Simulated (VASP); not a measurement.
# Sb (I4/mmm) in VASP: a series of runs, part 2 of 2

VASP 6.6.1. Earlier steps stand in the parts before.

## Step 6: Single point, PBE (volume scaled by 0.96)

Contents of INCAR:

```
SYSTEM = Sb
PREC     = Accurate       ! precision mode
ENCUT    = 520            ! plane-wave cutoff, eV
EDIFF    = 1E-6           ! SCF threshold, eV
ISMEAR   = -1             ! smearing method
SIGMA    = 0.05           ! smearing width, eV
LREAL    = .False.        ! projectors in reciprocal space
LASPH    = .True.         ! aspherical terms in the spheres
NELM     = 100            ! most SCF steps
ALGO     = Normal         ! electronic algorithm
ISIF     = 2              ! what is computed and relaxed
LWAVE    = .False.        ! write WAVECAR
LCHARG   = .False.        ! write CHGCAR
GGA      = PE             ! functional
NBANDS   = 8              ! bands
```

Contents of KPOINTS:

```
Automatic mesh
0
Gamma
  19 19 19
  0 0 0
```

Contents of POSCAR:

```
Sb
1.0
   -1.4846596688      1.4846596688      2.4464823777
    1.4846596688     -1.4846596688      2.4464823777
    1.4846596688      1.4846596688     -2.4464823777
Sb
1
Direct
    0.0000000000      0.0000000000      0.0000000000
```

Potentials or basis: VASP PAW PBE potentials, release 64 (Sb).

Launch:

```
$ cat potpaw_PBE.64/Sb/POTCAR > POTCAR
$ mpirun -np 1 vasp_std > vasp.out
```

OUTCAR:

```text
SYSTEM = Sb
   PREC = Accurate
   ENCUT = 520
   EDIFF = 1E-6
   ISMEAR = -1
   LREAL = .False.
   LASPH = .True.
   NELM = 100
   ISIF = 2
   GGA = PE

 ion  position               nearest neighbor table
   1  0.000  0.000  0.000-

  LATTYP: Found a body centered tetragonal cell.
 ALAT       =     2.9693193376
 C/A-ratio  =     1.6478405315

  Lattice vectors:

 A1 = (  -1.4846596688,   1.4846596688,   2.4464823777)
 A2 = (   1.4846596688,  -1.4846596688,   2.4464823777)
 A3 = (   1.4846596688,   1.4846596688,  -2.4464823777)

Analysis of symmetry for initial positions (statically):
=====================================================================
 Subroutine PRICEL returns:
 Original cell was already a primitive cell.

 Routine SETGRP: Setting up the symmetry group for a
 body centered tetragonal supercell.

 Subroutine GETGRP returns: Found 16 space group operations
 (whereof 16 operations were pure point group operations)
 out of a pool of 16 trial point group operations.

The static configuration has the point symmetry D_4h.

Analysis of symmetry for dynamics (positions and initial velocities):
=====================================================================
 Subroutine PRICEL returns:
 Original cell was already a primitive cell.

 Routine SETGRP: Setting up the symmetry group for a
 body centered tetragonal supercell.

 Subroutine GETGRP returns: Found 16 space group operations
 (whereof 16 operations were pure point group operations)
 out of a pool of 16 trial point group operations.

The dynamic configuration has the point symmetry D_4h.

 Subroutine INISYM returns: Found 16 space group operations
 (whereof 16 operations are pure point group operations),
 and found     1 'primitive' translations

----------------------------------------------------------------------------------------

                                     Primitive cell

  volume of cell :      21.5703

[... 101 lines left out ...]
   ISMEAR =    -1;   SIGMA  =   0.05  broadening in eV -4-tet -1-fermi 0-gaus
   EFERMI_NEDOS =   21; number of points for ismear=-14 and -15
   IALGO  =     38    algorithm
   IMIX   =      4    mixing-type and parameters
     AMIX     =   0.40;   BMIX     =  1.00
     AMIX_MAG =   1.60;   BMIX_MAG =  1.00
  volume/ion in A,a.u.               =      21.57       145.56
  Fermi-wavevector in a.u.,A,eV,Ry     =   1.005648  1.900400 13.759964  1.011329
  Thomas-Fermi vector in A             =   2.138341
   LORBIT       =      0    0 simple, 1 ext, 2 COOP (PROOUT), +10 PAW based schemes
   GGA     = PE    functional components
   LHFCALC =     F    Hartree Fock is set to
   AEXX    =    0.0000 exact exchange contribution
   IVDW    =     0    specifies the selected vdW correction
   LEPSILON=     F    determine dielectric tensor
   LRPA    =     F    only Hartree local field effects (RPA)
 non-spin polarized calculation
  energy-cutoff  :      520.00
  volume of cell :       21.57
 maximum number of plane-waves:       605
   NGX = 11   NGY = 11   NGZ = 11

 number of electron       5.0000000 magnetization

 Free energy of the ion-electron system (eV)
  ---------------------------------------------------
  ext. energy  EPLUGINS =         0.00000000
  ---------------------------------------------------
  free energy    TOTEN  =        -3.46307577 eV

  energy without entropy =       -3.45892950  energy(sigma->0) =       -3.46100264

 E-fermi :  11.7890     XC(G=0): -11.2277

 val. band max:       11.7833433314   @ k =  -0.3684  -0.3684   0.0526
 cond. band min:      11.7972217423   @ k =   0.3684   0.2105   0.1579
 fundamental gap:      0.0138784109
 Fermi energy:        11.7889686458

 k-point     1 :       0.0000    0.0000    0.0000
  band No.  band energies     occupation
      1      -3.1756      2.00000
      2      18.6413      0.00000
      3      18.8548      0.00000
      4      18.8548      0.00000
      5      22.0023      0.00000
      6      22.1438      0.00000
      7      23.0265      0.00000
      8      23.0265      0.00000
[... 243 lines left out ...]
 k-point    24 :      -0.2632    0.0526    0.0000
  band No.  band energies     occupation
      1      -1.5984      2.00000
      2      11.1222      2.00000
      3      15.7949      0.00000
      4      18.1321      0.00000
      5      20.2448      0.00000
      6      22.1978      0.00000
      7      23.8090      0.00000
      8      24.4633      0.00000

 [... further k-points ...]
[... 5 lines left out ...]
  --------------------------------------------------------------------------------------
  -------------------------------------------------------------------------------------
  Total        3.5581407      3.5581407      3.1266955      0.0000000     -0.0000000      0.0000000
  in kB      264.2882107    264.2882107    232.2417373      0.0000000     -0.0000000      0.0000000
  external PRESSURE =     253.6060529 kB  Pullay stress =       0.0000000 kB

 VOLUME and BASIS-vectors are now :
 -----------------------------------------------------------------------------
  energy-cutoff  :      520.00
  volume of cell :       21.57
      direct lattice vectors                 reciprocal lattice vectors
    -1.484659669  1.484659669  2.446482378     0.000000000  0.336777519  0.204375067
     1.484659669 -1.484659669  2.446482378     0.336777519  0.000000000  0.204375067
     1.484659669  1.484659669 -2.446482378     0.336777519  0.336777519  0.000000000

 POSITION                                       TOTAL-FORCE (eV/Angst)
 -----------------------------------------------------------------------------------
      0.00000      0.00000      0.00000         0.000000      0.000000      0.000000
 -----------------------------------------------------------------------------------
    total drift:                                0.000000     -0.000000      0.000000

  FREE ENERGIE OF THE ION-ELECTRON SYSTEM (eV)
  ---------------------------------------------------
  free  energy   TOTEN  =        -3.4630757744 eV

  energy  without entropy=       -3.4589295033  energy(sigma->0) =       -3.46100264
```

stdout:

```text
POSCAR found type information on POSCAR Sb
 POSCAR found :  1 types and       1 ions
 scaLAPACK will be used
 LDA part: xc-table for (Slater+PW92), standard interpolation
 POSCAR, INCAR and KPOINTS ok, starting setup
 FFT: planning ... GRIDC
 FFT: planning ... GRID_SOFT
 FFT: planning ... GRID
 WAVECAR not read
 entering main loop
```

Wall time 22 s (1 thread of Intel Xeon 6975P-C (Granite Rapids), shared host); peak memory 0.21 GiB.

What came out:

```
Free energy : -3.4631 eV
Pressure    : 25.4 GPa
```

Levels at points of the mesh, in eV from the Fermi level:
| k point | band 1 | band 2 | band 3 | band 4 | band 5 |
| --- | --- | --- | --- | --- | --- |
| (0.00, 0.00, 0.00) | -14.96 | 6.85 | 7.07 | 7.07 | 10.21 |

Caveat: spin-orbit coupling is left out, which moves the levels of the heavy elements.

## Step 7: Summary

```tsv
cell	gap on the mesh (eV)	pressure (GPa)
a = 3.201 Å, angles 125.2, 125.2, 81.3°, 1 atom	none	28.9
a = 3.246 Å, angles 125.2, 125.2, 81.3°, 1 atom	none	22.1
a = 3.279 Å, angles 125.2, 125.2, 81.3°, 1 atom	none	17.9
a = 3.311 Å, angles 125.2, 125.2, 81.3°, 1 atom	none	14.2
a = 3.224 Å, angles 125.2, 125.2, 81.3°, 1 atom	none	25.4
```

Alike in all rows: task single point; level PBE; potentials or basis VASP PAW PBE potentials, release 64 (Sb); no spin polarisation; k mesh 19 × 19 × 19; cutoff (eV) 520; smearing fermi-dirac 0.05 eV.

Caveats: spin-orbit coupling is left out, which moves the levels of the heavy elements.

Total energies depend on the potentials used, so only differences within one code and one set of settings carry meaning.
